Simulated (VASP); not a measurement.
# HfC (F-43m) in VASP: a series of runs

HfC is run at these levels: PBEsol, r2SCAN, r2SCAN+D4; tasks: single point.

Everything below comes from runs of VASP 6.6.1. Logs are shortened: lines on timing, memory, paths and dates and some standing lists are left out, and cuts for length are marked.

## Step 1: The cell of the first run

It takes space group F-43m (No. 216, cubic). Conventional cell: a = 5.025 Å, b = 5.025 Å, c = 5.025 Å, α = 90.00°, β = 90.00°, γ = 90.00°. Within 2.9 Å of Hf (site symmetry -43m) lie 4 C at 2.18 Å. C (site symmetry -43m) has 4 Hf at 2.18 Å within 2.9 Å.

## Step 2: Single point, PBEsol

File INCAR:

```
SYSTEM = HfC
PREC     = Accurate       ! precision mode
ENCUT    = 520            ! plane-wave cutoff, eV
EDIFF    = 1E-6           ! SCF threshold, eV
ISMEAR   = 0              ! smearing method
SIGMA    = 0.05           ! smearing width, eV
LREAL    = .FALSE.        ! projectors in reciprocal space
LASPH    = .TRUE.         ! aspherical terms in the spheres
NELM     = 80             ! most SCF steps
ALGO     = Normal         ! electronic algorithm
ISIF     = 2              ! what is computed and relaxed
LWAVE    = .FALSE.        ! write WAVECAR
LCHARG   = .FALSE.        ! write CHGCAR
GGA      = PS             ! functional
NBANDS   = 14             ! bands
```

File KPOINTS:

```
Automatic mesh
0
G
  12 12 12
  0 0 0
```

File POSCAR:

```
HfC
1.0
    0.0000000000      2.5126537230      2.5126537230
    2.5126537230      0.0000000000      2.5126537230
    2.5126537230      2.5126537230      0.0000000000
Hf C
1 1
Direct
    0.0000000000      0.0000000000      0.0000000000
    0.2500000000      0.2500000000      0.2500000000
```

Potentials or basis: VASP PAW PBE potentials, release 64 (Hf_pv, C).

The run is started by

```
$ cat potpaw_PBE.64/Hf_pv/POTCAR potpaw_PBE.64/C/POTCAR > POTCAR
$ mpirun -np 1 vasp_std > vasp.out
```

OUTCAR:

```text
SYSTEM = HfC
   PREC = Accurate
   ENCUT = 520
   EDIFF = 1E-6
   ISMEAR = 0
   LREAL = .FALSE.
   LASPH = .TRUE.
   NELM = 80
   ISIF = 2
   GGA = PS

 ion  position               nearest neighbor table
   1  0.000  0.000  0.000-   2 2.18   2 2.18   2 2.18   2 2.18
   2  0.250  0.250  0.250-   1 2.18   1 2.18   1 2.18   1 2.18

  LATTYP: Found a face centered cubic cell.
 ALAT       =     5.0253074460

  Lattice vectors:

 A1 = (   0.0000000000,   2.5126537230,   2.5126537230)
 A2 = (   2.5126537230,   0.0000000000,   2.5126537230)
 A3 = (   2.5126537230,   2.5126537230,   0.0000000000)

Analysis of symmetry for initial positions (statically):
=====================================================================
 Subroutine PRICEL returns:
 Original cell was already a primitive cell.

 Routine SETGRP: Setting up the symmetry group for a
 face centered cubic supercell.

 Subroutine GETGRP returns: Found 24 space group operations
 (whereof 24 operations were pure point group operations)
 out of a pool of 48 trial point group operations.

The static configuration has the point symmetry T_d .

Analysis of symmetry for dynamics (positions and initial velocities):
=====================================================================
 Subroutine PRICEL returns:
 Original cell was already a primitive cell.

 Routine SETGRP: Setting up the symmetry group for a
 face centered cubic supercell.

 Subroutine GETGRP returns: Found 24 space group operations
 (whereof 24 operations were pure point group operations)
 out of a pool of 48 trial point group operations.

The dynamic configuration has the point symmetry T_d .

 Subroutine INISYM returns: Found 24 space group operations
 (whereof 24 operations are pure point group operations),
 and found     1 'primitive' translations

----------------------------------------------------------------------------------------

                                     Primitive cell

  volume of cell :      31.7269

  direct lattice vectors                    reciprocal lattice vectors
     0.000000000  2.512653723  2.512653723    -0.198992800  0.198992800  0.198992800
     2.512653723  0.000000000  2.512653723     0.198992800 -0.198992800  0.198992800
     2.512653723  2.512653723  0.000000000     0.198992800  0.198992800 -0.198992800

  length of vectors
     3.553428973  3.553428973  3.553428973     0.344665640  0.344665640  0.344665640

[... 83 lines left out ...]
   NSW    =      0    number of steps for IOM
   IBRION =     -1    ionic relax: 0-MD 1-quasi-New 2-CG
   NFREE  =      0    steps in history (QN), initial steepest desc. (CG)
   ISIF   =      2    stress and relaxation
   ISYM   =      2    0-nonsym 1-usesym 2-fastsym
   POTIM  = 0.5000    time-step for ionic-motion
   TEBEG  =    0.0;   TEEND  =   0.0 temperature during run
   PSTRESS=    0.0 pullay stress
   NELECT =      14.0000    total number of electrons
   NUPDOWN=      -1.0000    fix difference up-down
   EMIN   =  10.00;   EMAX   =-10.00  energy-range for DOS
   EFERMI =   0.00;   METHOD = LEGACY
   ISMEAR =     0;   SIGMA  =   0.05  broadening in eV -4-tet -1-fermi 0-gaus
   EFERMI_NEDOS =   21; number of points for ismear=-14 and -15
   IALGO  =     38    algorithm
   IMIX   =      4    mixing-type and parameters
     AMIX     =   0.40;   BMIX     =  1.00
     AMIX_MAG =   1.60;   BMIX_MAG =  1.00
  volume/ion in A,a.u.               =      15.86       107.05
  Fermi-wavevector in a.u.,A,eV,Ry     =   1.246354  2.355268 21.135279  1.553399
  Thomas-Fermi vector in A             =   2.380536
   LORBIT       =      0    0 simple, 1 ext, 2 COOP (PROOUT), +10 PAW based schemes
   GGA     = PS    functional components
   LHFCALC =     F    Hartree Fock is set to
   AEXX    =    0.0000 exact exchange contribution
   IVDW    =     0    specifies the selected vdW correction
   LEPSILON=     F    determine dielectric tensor
   LRPA    =     F    only Hartree local field effects (RPA)
 non-spin polarized calculation
 Gauss-broadening in eV      SIGMA  =   0.05
  energy-cutoff  :      520.00
  volume of cell :       31.73
 maximum number of plane-waves:       881
   NGX = 13   NGY = 13   NGZ = 13

 number of electron      14.0000000 magnetization

 Free energy of the ion-electron system (eV)
  ---------------------------------------------------
  ext. energy  EPLUGINS =         0.00000000
  ---------------------------------------------------
  free energy    TOTEN  =       -20.70802835 eV

  energy without entropy =      -20.70802520  energy(sigma->0) =      -20.70802678

 E-fermi :   3.7108     XC(G=0): -11.0186

 val. band max:        3.6051082748   @ k =  -0.2500   0.5000   0.2500
 cond. band min:       3.8130075886   @ k =  -0.2500   0.5000   0.2500
 fundamental gap:      0.2078993138
 Fermi energy:         3.7108072213

 k-point     1 :       0.0000    0.0000    0.0000
  band No.  band energies     occupation
      1     -25.9785      2.00000
      2     -25.9785      2.00000
      3     -25.9785      2.00000
      4      -7.0654      2.00000
      5       1.2951      2.00000
      6       1.2951      2.00000
      7       1.2951      2.00000
      8       6.8481      0.00000
      9       7.1685      0.00000
     10       7.1685      0.00000
     11      12.7618      0.00000
     12      12.7618      0.00000
     13      12.7618      0.00000
     14      18.0244      0.00000
[... 377 lines left out ...]
      1     -26.2837      2.00000
      2     -26.0865      2.00000
      3     -26.0393      2.00000
      4      -5.1537      2.00000
      5       0.7448      2.00000
      6       1.5314      2.00000
      7       2.2203      2.00000
      8       6.2692      0.00000
      9       7.3490      0.00000
     10       8.1213      0.00000
     11      11.1543      0.00000
     12      11.3392      0.00000
     13      11.7337      0.00000
     14      15.7321      0.00000

 [... further k-points ...]
[... 5 lines left out ...]
  --------------------------------------------------------------------------------------
  -------------------------------------------------------------------------------------
  Total       -0.5924569     -0.5924569     -0.5924569      0.0000000      0.0000000      0.0000000
  in kB      -29.9184723    -29.9184723    -29.9184723      0.0000000      0.0000000      0.0000000
  external PRESSURE =     -29.9184723 kB  Pullay stress =       0.0000000 kB

 VOLUME and BASIS-vectors are now :
 -----------------------------------------------------------------------------
  energy-cutoff  :      520.00
  volume of cell :       31.73
      direct lattice vectors                 reciprocal lattice vectors
     0.000000000  2.512653723  2.512653723    -0.198992800  0.198992800  0.198992800
     2.512653723  0.000000000  2.512653723     0.198992800 -0.198992800  0.198992800
     2.512653723  2.512653723  0.000000000     0.198992800  0.198992800 -0.198992800

 POSITION                                       TOTAL-FORCE (eV/Angst)
 -----------------------------------------------------------------------------------
      0.00000      0.00000      0.00000        -0.000000     -0.000000     -0.000000
      1.25633      1.25633      1.25633         0.000000      0.000000      0.000000
 -----------------------------------------------------------------------------------
    total drift:                               -0.000000     -0.000000     -0.000000

  FREE ENERGIE OF THE ION-ELECTRON SYSTEM (eV)
  ---------------------------------------------------
  free  energy   TOTEN  =       -20.7080283539 eV

  energy  without entropy=      -20.7080252031  energy(sigma->0) =      -20.70802678
```

Run time: 26 s. Hardware: 1 thread of Intel Xeon Platinum 8375C at 2.90GHz (Ice Lake), shared host; peak memory 0.17 GiB.

Results:

- Free energy: -20.7080 eV
- Pressure: -3.0 GPa
- Band gap on the k mesh: 0.21 eV

Levels at points of the mesh, in eV from the valence-band top:
```tsv
k point	band 5	band 6	band 7	band 8	band 9	band 10
(0.00, 0.00, 0.00)	-2.31	-2.31	-2.31	3.24	3.56	3.56
(0.50, 0.00, 0.00)	-3.03	-1.71	-1.71	3.90	4.33	4.33
(0.50, 0.50, 0.00)	-4.21	-0.07	-0.07	0.41	4.38	5.24
```

Caveat: the PAW data sets were made with another functional, which shifts forces and pressure a little; spin-orbit coupling is left out, which moves the levels of the heavy elements.

## Step 3: Single point, r2SCAN

POSCAR is that of step 2.

File INCAR.step1:

```
ALGO = Normal ; EDIFF = 1E-4
ENCUT = 520 ; GGA = PE
ISMEAR = 0 ; LASPH = True
LCHARG = False ; LREAL = False
LWAVE = True ; NBANDS = 14
NELM = 80 ; PREC = Accurate
SIGMA = 0.05
```

File INCAR.step2:

```
ALGO = Normal ; EDIFF = 1E-6
ENCUT = 520 ; ISIF = 2
ISMEAR = 0 ; ISTART = 1
LASPH = True ; LCHARG = False
LMIXTAU = True ; LREAL = False
LWAVE = False ; METAGGA = R2SCAN
NBANDS = 14 ; NELM = 80
PREC = Accurate ; SIGMA = 0.05
```

File KPOINTS:

```
k-points
0
Gamma
  12 12 12
```

Potentials or basis: VASP PAW PBE potentials, release 64 (Hf_pv, C).

The run is started by

```
$ cat potpaw_PBE.64/Hf_pv/POTCAR potpaw_PBE.64/C/POTCAR > POTCAR
$ cp INCAR.step1 INCAR
$ mpirun -np 1 vasp_std > vasp.out
$ cp INCAR.step2 INCAR
$ mpirun -np 1 vasp_std > vasp.out
```

Wall time 96 s (1 thread of Intel Xeon Platinum 8375C at 2.90GHz (Ice Lake), shared host); peak memory 0.18 GiB.

It converged, with:

```yaml
Free_energy: -56.0587 eV
Pressure: -0.4 GPa
Band_gap_on_the_k_mesh: 0.58 eV
```

Levels at points of the mesh, in eV from the valence-band top:
```csv
k point,band 5,band 6,band 7,band 8,band 9,band 10
"(0.00, 0.00, 0.00)",-2.35,-2.35,-2.35,3.82,4.01,4.01
"(0.50, 0.00, 0.00)",-3.01,-1.70,-1.70,4.37,4.81,4.81
"(0.50, 0.50, 0.00)",-4.18,-0.06,-0.06,0.77,4.96,5.78
```

Caveat: the PAW data sets were made with another functional, which shifts forces and pressure a little; spin-orbit coupling is left out, which moves the levels of the heavy elements. A k mesh can miss the band edges.

## Step 4: Single point, r2SCAN+D4

POSCAR is that of step 3.

File INCAR.step1:

```
ALGO = Normal
EDIFF = 1E-4
ENCUT = 520
GGA = PE
ISMEAR = 0
LASPH = True
LCHARG = False
LREAL = False
LWAVE = True
NBANDS = 14
NELM = 80
PREC = Accurate
SIGMA = 0.05
```

File INCAR.step2:

```
ALGO = Normal
EDIFF = 1E-6
ENCUT = 520
ISIF = 2
ISMEAR = 0
ISTART = 1
IVDW = 13
LASPH = True
LCHARG = False
LMIXTAU = True
LREAL = False
LWAVE = False
METAGGA = R2SCAN
NBANDS = 14
NELM = 80
PREC = Accurate
SIGMA = 0.05
VDW_A1 = 0.51559235
VDW_A2 = 5.77342911
VDW_S6 = 1.0
VDW_S8 = 0.6018749
```

KPOINTS is that of step 3.

Potentials or basis: VASP PAW PBE potentials, release 64 (Hf_pv, C).

The run is started by

```
$ cat potpaw_PBE.64/Hf_pv/POTCAR potpaw_PBE.64/C/POTCAR > POTCAR
$ cp INCAR.step1 INCAR
$ mpirun -np 1 vasp_std > vasp.out
$ cp INCAR.step2 INCAR
$ mpirun -np 1 vasp_std > vasp.out
```

OUTCAR:

```text
EDIFF = 1E-6
   ENCUT = 520
   ISIF = 2
   ISMEAR = 0
   ISTART = 1
   IVDW = 13
   LASPH = True
   LREAL = False
   METAGGA = R2SCAN
   NELM = 80
   PREC = Accurate

 ion  position               nearest neighbor table
   1  0.000  0.000  0.000-   2 2.18   2 2.18   2 2.18   2 2.18
   2  0.250  0.250  0.250-   1 2.18   1 2.18   1 2.18   1 2.18

  LATTYP: Found a face centered cubic cell.
 ALAT       =     5.0253074460

  Lattice vectors:

 A1 = (   0.0000000000,   2.5126537230,   2.5126537230)
 A2 = (   2.5126537230,   0.0000000000,   2.5126537230)
 A3 = (   2.5126537230,   2.5126537230,   0.0000000000)

Analysis of symmetry for initial positions (statically):
=====================================================================
 Subroutine PRICEL returns:
 Original cell was already a primitive cell.

 Routine SETGRP: Setting up the symmetry group for a
 face centered cubic supercell.

 Subroutine GETGRP returns: Found 24 space group operations
 (whereof 24 operations were pure point group operations)
 out of a pool of 48 trial point group operations.

The static configuration has the point symmetry T_d .

Analysis of symmetry for dynamics (positions and initial velocities):
=====================================================================
 Subroutine PRICEL returns:
 Original cell was already a primitive cell.

 Routine SETGRP: Setting up the symmetry group for a
 face centered cubic supercell.

 Subroutine GETGRP returns: Found 24 space group operations
 (whereof 24 operations were pure point group operations)
 out of a pool of 48 trial point group operations.

The dynamic configuration has the point symmetry T_d .

 Subroutine INISYM returns: Found 24 space group operations
 (whereof 24 operations are pure point group operations),
 and found     1 'primitive' translations

----------------------------------------------------------------------------------------

                                     Primitive cell

  volume of cell :      31.7269

[... 118 lines left out ...]
   LRPA    =     F    only Hartree local field effects (RPA)
 non-spin polarized calculation
 Gauss-broadening in eV      SIGMA  =   0.05
  energy-cutoff  :      520.00
  volume of cell :       31.73
 maximum number of plane-waves:       881
   NGX = 13   NGY = 13   NGZ = 13

 number of electron      14.0000000 magnetization

 Free energy of the ion-electron system (eV)
  ---------------------------------------------------
  ext. energy  EPLUGINS =         0.00000000
  ---------------------------------------------------
  free energy    TOTEN  =       -56.05867815 eV

  energy without entropy =      -56.05867815  energy(sigma->0) =      -56.05867815

 E-fermi :   3.8667     XC(G=0): -11.4880

 val. band max:        3.5593015998   @ k =  -0.2500   0.5000   0.2500
 cond. band min:       4.1370132462   @ k =  -0.2500   0.5000   0.2500
 fundamental gap:      0.5777116464
 Fermi energy:         3.8667235755

 k-point     1 :       0.0000    0.0000    0.0000
  band No.  band energies     occupation
      1     -27.0756      2.00000
      2     -27.0756      2.00000
      3     -27.0756      2.00000
      4      -7.6794      2.00000
      5       1.2109      2.00000
      6       1.2109      2.00000
      7       1.2109      2.00000
      8       7.3747      0.00000
      9       7.5670      0.00000
     10       7.5670      0.00000
     11      13.3550      0.00000
     12      13.3550      0.00000
     13      13.3550      0.00000
     14      16.4192      0.00000
[... 377 lines left out ...]
      1     -27.3914      2.00000
      2     -27.1868      2.00000
      3     -27.1385      2.00000
      4      -5.8353      2.00000
      5       0.7387      2.00000
      6       1.5176      2.00000
      7       2.1843      2.00000
      8       6.6310      0.00000
      9       7.7480      0.00000
     10       8.5519      0.00000
     11      11.6129      0.00000
     12      11.8041      0.00000
     13      12.4327      0.00000
     14      16.4182      0.00000

 [... further k-points ...]

------------------------ aborting loop because EDIFF is reached ----------------------------------------

  DFT-D4 for vdW energy calculation

  Edisp (eV):   -0.16409

  FORCE on cell =-STRESS in cart. coord.  units (eV):
  Direction    XX          YY          ZZ          XY          YZ          ZX
  --------------------------------------------------------------------------------------
  -------------------------------------------------------------------------------------
  Total      -0.26307    -0.26307    -0.26307     0.00000     0.00000     0.00000
  in kB     -13.28482   -13.28482   -13.28482     0.00000     0.00000     0.00000
  external pressure =      -13.28 kB  Pullay stress =        0.00 kB

 VOLUME and BASIS-vectors are now :
 -----------------------------------------------------------------------------
  energy-cutoff  :      520.00
  volume of cell :       31.73
      direct lattice vectors                 reciprocal lattice vectors
     0.000000000  2.512653723  2.512653723    -0.198992800  0.198992800  0.198992800
     2.512653723  0.000000000  2.512653723     0.198992800 -0.198992800  0.198992800
     2.512653723  2.512653723  0.000000000     0.198992800  0.198992800 -0.198992800

 POSITION                                       TOTAL-FORCE (eV/Angst)
 -----------------------------------------------------------------------------------
      0.00000      0.00000      0.00000        -0.000000     -0.000000     -0.000000
      1.25633      1.25633      1.25633         0.000000      0.000000      0.000000
 -----------------------------------------------------------------------------------
    total drift:                                0.000000      0.000000      0.000000

  FREE ENERGIE OF THE ION-ELECTRON SYSTEM (eV)
  ---------------------------------------------------
  free  energy   TOTEN  =       -56.2227657637 eV

  energy  without entropy=      -56.2227657637  energy(sigma->0) =      -56.22276576
```

OUTCAR.step1:

```text
EDIFF = 1E-4
   ENCUT = 520
   GGA = PE
   ISMEAR = 0
   LASPH = True
[... 628 lines left out ...]
 -----------------------------------------------------------------------------------
      0.00000      0.00000      0.00000        -0.000000     -0.000000     -0.000000
      1.25633      1.25633      1.25633         0.000000      0.000000      0.000000
 -----------------------------------------------------------------------------------
    total drift:                               -0.000000     -0.000000     -0.000000

  FREE ENERGIE OF THE ION-ELECTRON SYSTEM (eV)
  ---------------------------------------------------
  free  energy   TOTEN  =       -19.7554196978 eV

  energy  without entropy=      -19.7554195972  energy(sigma->0) =      -19.75541965
```

Run time: 1.7 min. Hardware: 1 thread of Intel Xeon Platinum 8375C at 2.90GHz (Ice Lake), shared host; peak memory 0.18 GiB.

Results:

- Free energy: -56.2228 eV
- Pressure: -1.3 GPa
- Band gap on the k mesh: 0.58 eV
- Dispersion energy per atom: -0.082 eV

Levels at points of the mesh, in eV from the valence-band top:
```tsv
k point	band 4	band 5	band 6	band 7	band 8	band 9	band 10	band 11
(0.00, 0.00, 0.00)	-11.24	-2.35	-2.35	-2.35	3.82	4.01	4.01	9.80
(0.50, 0.00, 0.00)	-9.59	-3.01	-1.70	-1.70	4.37	4.81	4.81	7.33
(0.50, 0.50, 0.00)	-8.99	-4.18	-0.06	-0.06	0.77	4.96	5.78	6.24
```

Caveat: the PAW data sets were made with another functional, which shifts forces and pressure a little; spin-orbit coupling is left out, which moves the levels of the heavy elements.

## Step 5: Summary

| level | gap on the mesh (eV) | pressure (GPa) |
| --- | --- | --- |
| PBEsol | 0.21 | -3.0 |
| r2SCAN | 0.58 | -0.4 |
| r2SCAN+D4 | 0.58 | -1.3 |

Alike in all rows: task single point; potentials or basis VASP PAW PBE potentials, release 64 (Hf_pv, C); no spin polarisation; cell as given; k mesh 12 × 12 × 12; cutoff (eV) 520; smearing gaussian 0.05 eV.

On the cell as given the gap runs from 0.21 eV (PBEsol) to 0.58 eV (r2SCAN). The pressure there spans -3.0 GPa (PBEsol) to -0.4 GPa (r2SCAN); a positive pressure means that this level wants a larger cell, a negative one a smaller.

Caveats: the PAW data sets were made with another functional, which shifts forces and pressure a little; spin-orbit coupling is left out, which moves the levels of the heavy elements.

Total energies depend on the potentials used, so only differences within one code and one set of settings carry meaning.
